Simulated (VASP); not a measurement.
# Be12H4C in VASP: further runs

Be12H4C is run at these levels: PBEsol; tasks: single point.

Program: VASP 6.6.1. These are calculated values, not measurements. Logs are shortened: lines on timing, memory, paths and dates and some standing lists are left out, and cuts for length are marked.

## (1) The cell of the first run

The cell holds a slab with vacuum, 17 atoms: a = 4.580 Å, b = 4.580 Å, c = 15.588 Å, α = 90.00°, β = 90.00°, γ = 60.00°.

## (2) Single point, PBEsol

INCAR reads:

```
ALGO = Normal
EDIFF = 1E-6
ENCUT = 520
GGA = PS
ISIF = 2
ISMEAR = 0
LASPH = T
LCHARG = F
LREAL = Auto
LWAVE = F
NBANDS = 30
NELM = 80
PREC = Accurate
SIGMA = 0.15
```

KPOINTS reads:

```
k-points
0
Gamma
  5 5 1
```

POSCAR reads:

```
Be12H4C
1.0
    4.5800000000      0.0000000000      0.0000000000
    2.2900000000      3.9663960000      0.0000000000
    0.0000000000      0.0000000000     15.5884300000
Be C H
12 1 4
Direct
    0.0000000000      0.0000000000      0.0641501000
    0.5000000000      0.0000000000      0.0641501000
    0.0000000000      0.5000000000      0.0641501000
    0.5000000000      0.5000000000      0.0641501000
   -0.1669775214      0.3334541521      0.1821276743
    0.3334476419      0.3335649315      0.1821297832
   -0.1665749098      0.8332412047      0.1819135654
    0.3335689019      0.8330547150      0.1821543123
    0.0000676219     -0.0003193226      0.2998597472
    0.5005500897      0.0001213520      0.2998945290
   -0.0001764543      0.4999402678      0.2998943967
    0.5000028415      0.5000701324      0.3001000246
    0.1917141630      0.1389906189      0.5418256613
   -0.0323659245      0.1352833530      0.5182010055
    0.4193839118     -0.0838510283      0.5176688850
    0.1867775853      0.3679372198      0.5186633668
    0.1930272888      0.1365567401      0.6122474037
```

Potentials or basis: VASP PAW PBE potentials, release 64 (Be, C, H).

Run with:

```sh
cat potpaw_PBE.64/Be/POTCAR potpaw_PBE.64/C/POTCAR potpaw_PBE.64/H/POTCAR > POTCAR
mpirun -np 1 vasp_std > vasp.out
```

OUTCAR:

```text
EDIFF = 1E-6
   ENCUT = 520
   GGA = PS
   ISIF = 2
   ISMEAR = 0
   LASPH = T
   LREAL = Auto
   NELM = 80
   PREC = Accurate

 ion  position               nearest neighbor table
   1  0.000  0.000  0.064-   7 2.26   5 2.27   8 2.27   3 2.29   3 2.29   4 2.29   4 2.29   2 2.29
                             2 2.29
   2  0.500  0.000  0.064-   7 2.26   8 2.27   6 2.27   4 2.29   3 2.29   4 2.29   3 2.29   1 2.29
                             1 2.29
   3  0.000  0.500  0.064-   7 2.26   6 2.27   5 2.27   1 2.29   1 2.29   2 2.29   2 2.29   4 2.29
                             4 2.29
   4  0.500  0.500  0.064-   6 2.26   5 2.26   8 2.26   2 2.29   1 2.29   2 2.29   1 2.29   3 2.29
                             3 2.29
   5  0.833  0.333  0.182-  11 2.26   9 2.26  12 2.26   4 2.26   1 2.27   3 2.27   6 2.29   8 2.29
                             7 2.29   7 2.29   8 2.29   6 2.29
   6  0.333  0.334  0.182-  10 2.26  11 2.26   4 2.26  12 2.26   3 2.27   2 2.27   5 2.29   8 2.29
                             7 2.29   7 2.29   8 2.29   5 2.29
   7  0.833  0.833  0.182-   3 2.26   1 2.26   2 2.26  10 2.26   9 2.26  11 2.26   6 2.29   8 2.29
                             5 2.29   5 2.29   8 2.29   6 2.29
   8  0.334  0.833  0.182-   9 2.26  10 2.26  12 2.26   4 2.26   2 2.27   1 2.27   5 2.29   6 2.29
                             7 2.29   7 2.29   6 2.29   5 2.29
   9  0.000  1.000  0.300-   8 2.26   5 2.26   7 2.26  10 2.29  12 2.29  11 2.29  11 2.29  12 2.29
                            10 2.29
  10  0.501  0.000  0.300-   6 2.26   8 2.26   7 2.26   9 2.29  12 2.29  11 2.29  11 2.29  12 2.29
                             9 2.29
  11  1.000  0.500  0.300-   5 2.26   6 2.26   7 2.26  10 2.29  12 2.29   9 2.29   9 2.29  12 2.29
                            10 2.29
  12  0.500  0.500  0.300-   8 2.26   5 2.26   6 2.26  10 2.29  11 2.29   9 2.29   9 2.29  11 2.29
                            10 2.29
  13  0.192  0.139  0.542-  17 1.10  15 1.10  14 1.10  16 1.10
  14  0.968  0.135  0.518-  13 1.10
  15  0.419  0.916  0.518-  13 1.10
  16  0.187  0.368  0.519-  13 1.10
  17  0.193  0.137  0.612-  13 1.10

  LATTYP: Found a hexagonal cell.
 ALAT       =     4.5799996975
 C/A-ratio  =     3.4035875611

  Lattice vectors:

 A1 = (  -2.2900000000,  -3.9663960000,   0.0000000000)
 A2 = (   4.5800000000,   0.0000000000,   0.0000000000)
 A3 = (   0.0000000000,   0.0000000000,  15.5884300000)

Analysis of symmetry for initial positions (statically):
=====================================================================
 Subroutine PRICEL returns:
 Original cell was already a primitive cell.

 Routine SETGRP: Setting up the symmetry group for a
 hexagonal supercell.

 Subroutine GETGRP returns: Found  1 space group operations
[... 145 lines left out ...]
   PSTRESS=    0.0 pullay stress
   NELECT =      32.0000    total number of electrons
   NUPDOWN=      -1.0000    fix difference up-down
   EMIN   =  10.00;   EMAX   =-10.00  energy-range for DOS
   EFERMI =   0.00;   METHOD = LEGACY
   ISMEAR =     0;   SIGMA  =   0.15  broadening in eV -4-tet -1-fermi 0-gaus
   EFERMI_NEDOS =   21; number of points for ismear=-14 and -15
   IALGO  =     38    algorithm
   IMIX   =      4    mixing-type and parameters
     AMIX     =   0.40;   BMIX     =  1.00
     AMIX_MAG =   1.60;   BMIX_MAG =  1.00
  volume/ion in A,a.u.               =      16.66       112.41
  Fermi-wavevector in a.u.,A,eV,Ry     =   0.791474  1.495670  8.523120  0.626432
  Thomas-Fermi vector in A             =   1.897022
   LORBIT       =      0    0 simple, 1 ext, 2 COOP (PROOUT), +10 PAW based schemes
   GGA     = PS    functional components
   LHFCALC =     F    Hartree Fock is set to
   AEXX    =    0.0000 exact exchange contribution
   IVDW    =     0    specifies the selected vdW correction
   LEPSILON=     F    determine dielectric tensor
   LRPA    =     F    only Hartree local field effects (RPA)
 non-spin polarized calculation
 Gauss-broadening in eV      SIGMA  =   0.15
  energy-cutoff  :      520.00
  volume of cell :      283.18
 maximum number of plane-waves:      7731
 NGX is ok and might be reduce to    36
   NGX = 17   NGY = 17   NGZ = 57

 number of electron      31.9999999 magnetization

 Free energy of the ion-electron system (eV)
  ---------------------------------------------------
  ext. energy  EPLUGINS =         0.00000000
  ---------------------------------------------------
  free energy    TOTEN  =       -67.64094026 eV

  energy without entropy =      -67.62776040  energy(sigma->0) =      -67.63435033

 E-fermi :  -0.7887     XC(G=0):  -6.0603

 val. band max:       -0.8904284757   @ k =  -0.4000   0.2000   0.0000
 cond. band min:      -0.4620316240   @ k =   0.4000   0.4000   0.0000
 fundamental gap:      0.4283968518
 Fermi energy:        -0.7886674450

 k-point     1 :       0.0000    0.0000    0.0000
  band No.  band energies     occupation
      1     -12.5494      2.00000
      2     -10.3590      2.00000
      3      -8.1418      2.00000
      4      -5.0691      2.00000
      5      -4.6775      2.00000
      6      -4.6768      2.00000
[... 392 lines left out ...]
     27       6.0069      0.00000
     28       6.0998      0.00000
 [bands above 28 left out]

------------------------ aborting loop because EDIFF is reached ----------------------------------------

  FORCE on cell =-STRESS in cart. coord.  units (eV):
  Direction    XX          YY          ZZ          XY          YZ          ZX
  --------------------------------------------------------------------------------------
  -------------------------------------------------------------------------------------
  Total       -9.6954417     -9.6942132      0.3127690     -0.0022873      0.0039660     -0.0039526
  in kB      -54.8547517    -54.8478012      1.7695806     -0.0129409      0.0224387     -0.0223632
  external PRESSURE =     -35.9776575 kB  Pullay stress =       0.0000000 kB

 VOLUME and BASIS-vectors are now :
 -----------------------------------------------------------------------------
  energy-cutoff  :      520.00
  volume of cell :      283.18
      direct lattice vectors                 reciprocal lattice vectors
     4.580000000  0.000000000  0.000000000     0.218340611 -0.126059022  0.000000000
     2.290000000  3.966396000  0.000000000     0.000000000  0.252118044  0.000000000
     0.000000000  0.000000000 15.588430000     0.000000000  0.000000000  0.064150142

 POSITION                                       TOTAL-FORCE (eV/Angst)
 -----------------------------------------------------------------------------------
      0.00000      0.00000      1.00000         0.005379      0.002312     -0.018603
      2.29000      0.00000      1.00000        -0.005571      0.002772     -0.018103
      1.14500      1.98320      1.00000        -0.000440     -0.005957     -0.019426
      3.43500      1.98320      1.00000        -0.000375      0.000768     -0.019109
      4.57885      1.32261      2.83908         0.009313     -0.006290     -0.008645
      2.29105      1.32305      2.83912        -0.009343     -0.007369     -0.007581
[... 9 lines left out ...]
      1.69802      1.45938      8.08515         0.018460      0.032893     -0.009108
      1.19678      0.54164      9.54398         0.000020      0.000334      0.034334
 -----------------------------------------------------------------------------------
    total drift:                                0.009233     -0.000484      0.003160

  FREE ENERGIE OF THE ION-ELECTRON SYSTEM (eV)
  ---------------------------------------------------
  free  energy   TOTEN  =       -67.6409402579 eV

  energy  without entropy=      -67.6277603959  energy(sigma->0) =      -67.63435033
```

OSZICAR:

```text
N       E                     dE             d eps       ncg     rms          rms(c)
DAV:   1     0.712327723580E+02    0.71233E+02   -0.11047E+04   780   0.818E+02
DAV:   2    -0.625194841958E+02   -0.13375E+03   -0.12460E+03  1008   0.158E+02
DAV:   3    -0.727797367207E+02   -0.10260E+02   -0.10135E+02  1016   0.401E+01
[... 11 lines left out ...]
DAV:  15    -0.676409111742E+02   -0.24557E-04   -0.53358E-05   894   0.269E-02    0.567E-03
DAV:  16    -0.676409307892E+02   -0.19615E-04   -0.64059E-06   828   0.110E-02    0.300E-03
DAV:  17    -0.676409384399E+02   -0.76507E-05   -0.32935E-06   816   0.730E-03    0.952E-04
DAV:  18    -0.676409398741E+02   -0.14342E-05   -0.41778E-07   776   0.257E-03    0.594E-04
DAV:  19    -0.676409402579E+02   -0.38373E-06   -0.11578E-07   656   0.166E-03
   1 F= -.67640940E+02 E0= -.67634350E+02  d E =-.131799E-01
```

Run time: 4.7 min. Hardware: 1 thread of Intel Xeon 6975P-C, shared host; peak memory 0.4 GiB.

What came out:

```yaml
Free_energy: -67.6409 eV
Largest_force: 0.042 eV/Å
Band_gap_on_the_k_mesh: zero (band 16 reaches -0.22 eV, above the bottom of band 17 at -2.54 eV)
```

Forces on the atoms (eV/Å):
```
Be   0.005  0.002 -0.019
Be  -0.006  0.003 -0.018
Be   0.000 -0.006 -0.019
Be   0.000  0.001 -0.019
Be   0.009 -0.006 -0.009
Be  -0.009 -0.007 -0.008
Be  -0.001  0.001  0.003
Be  -0.001  0.011 -0.008
Be  -0.001  0.004  0.029
Be  -0.012 -0.008  0.028
Be   0.008  0.008  0.025
Be   0.001 -0.003  0.009
C    0.008  0.001  0.002
H   -0.040  0.000 -0.010
H    0.021 -0.035 -0.011
H    0.018  0.033 -0.009
H    0.000  0.000  0.034
```

Caveat: the PAW data sets were made with another functional, which shifts forces and pressure a little.

## (3) Single point, PBEsol

INCAR reads:

```
PREC = Accurate ; ENCUT = 520
EDIFF = 1E-6 ; ISMEAR = 0
SIGMA = 0.15 ; LREAL = Auto
LASPH = T ; NELM = 100
ALGO = Normal ; ISIF = 2
LWAVE = F ; LCHARG = F
GGA = PS ; NBANDS = 30
```

KPOINTS reads:

```
Automatic mesh
0
Gamma
  5 5 1
```

POSCAR reads:

```
Be12H4C
1.0
    4.5800000000      0.0000000000      0.0000000000
    2.2900000000      3.9663960000      0.0000000000
    0.0000000000      0.0000000000     15.5884300000
Be C H
12 1 4
Direct
    0.0000000000      0.0000000000      0.0641501400
    0.5000000000      0.0000000000      0.0641501400
   -0.0000000200      0.5000000400      0.0641501400
    0.4999999800      0.5000000400      0.0641501400
   -0.1666666626      0.3333334382      0.1823199131
    0.3333172921      0.3333600258      0.1821570698
   -0.1666401935      0.8333226468      0.1821571093
    0.3333225720      0.8333175717      0.1821571181
    0.0000856116     -0.0001966043      0.3002986109
    0.4999998744      0.0000002669      0.3001517735
    0.0001108644      0.5000859148      0.3002987413
    0.4998031220      0.5001109198      0.3002985112
   -0.1665815168      0.3334217029      0.5433552015
   -0.3932063419      0.3345017023      0.5197523066
    0.0589521351      0.1067917878      0.5197497274
   -0.1654963573      0.5589501840      0.5197408933
   -0.1665751228      0.3334429933      0.6137835301
```

Potentials or basis: VASP PAW PBE potentials, release 64 (Be, C, H).

Run with:

```sh
cat potpaw_PBE.64/Be/POTCAR potpaw_PBE.64/C/POTCAR potpaw_PBE.64/H/POTCAR > POTCAR
mpirun -np 1 vasp_std > vasp.out
```

Wall time 5 min (1 thread of Intel Xeon 6975P-C, shared host); peak memory 0.4 GiB.

Results (log left out):

| Property | Result |
| --- | --- |
| Free energy | -67.6416 eV |
| Largest force | 0.034 eV/Å |
| Band gap on the k mesh | zero (band 16 reaches -0.21 eV, above the bottom of band 17 at -2.53 eV) |

Forces in eV/Å, atoms in the order of the input:
```
Be   0.000  0.004 -0.009
Be   0.000  0.000 -0.013
Be  -0.004 -0.002 -0.009
Be   0.004 -0.002 -0.009
Be   0.000  0.000 -0.002
Be   0.000  0.000  0.000
Be   0.000  0.000  0.000
Be   0.000  0.000  0.000
Be   0.001  0.000  0.011
Be   0.000  0.000  0.010
Be   0.000  0.000  0.011
Be   0.000  0.000  0.011
C   -0.003 -0.002 -0.011
H   -0.023  0.000 -0.009
H    0.012 -0.020 -0.009
H    0.012  0.021 -0.009
H    0.000  0.000  0.034
```

Levels at points of the mesh, in eV from the Fermi level:
| k point | band 15 | band 16 | band 17 | band 18 | band 19 | band 20 |
| --- | --- | --- | --- | --- | --- | --- |
| (0.00, 0.00, 0.00) | -1.75 | -1.75 | -1.75 | 2.83 | 2.83 | 2.83 |

Caveat: the PAW data sets were made with another functional, which shifts forces and pressure a little.
